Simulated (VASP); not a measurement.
A run of VASP 6.6.1 is set up as follows.

Contents of INCAR:

```
PREC = Accurate
ENCUT = 500
EDIFF = 1E-6
ISMEAR = 0
SIGMA = 0.01
LREAL = F
LASPH = T
NELM = 120
ALGO = Normal
ISIF = 2
LWAVE = F
LCHARG = F
GGA = PE
NBANDS = 11
GGA_COMPAT = F
```

KPOINTS

```
Automatic mesh
0
Gamma
  8 8 8
```

POSCAR

```
BP
1.0
    0.0000000000      2.2327254237      2.2327254237
    2.2327254237      0.0000000000      2.2327254237
    2.2327254237      2.2327254237      0.0000000000
B P
1 1
Direct
    0.0000000000      0.0000000000      0.0000000000
    0.7500000000      0.7500000000      0.7500000000
```

Potentials or basis: VASP PAW PBE potentials, release 64 (B, P).

Launch:

```console
$ cat potpaw_PBE.64/B/POTCAR potpaw_PBE.64/P/POTCAR > POTCAR
$ mpirun -np 1 vasp_std > vasp.out
```

**Question.** Predict the pressure.

**Answer.** 9.7 GPa.

**Question.** Predict the band gap on the k mesh.

**Answer.** 1.21 eV (least direct gap 3.48 eV).

Caveat: the cell stands under pressure. As with any semilocal functional, this PBE gap is likely too small.
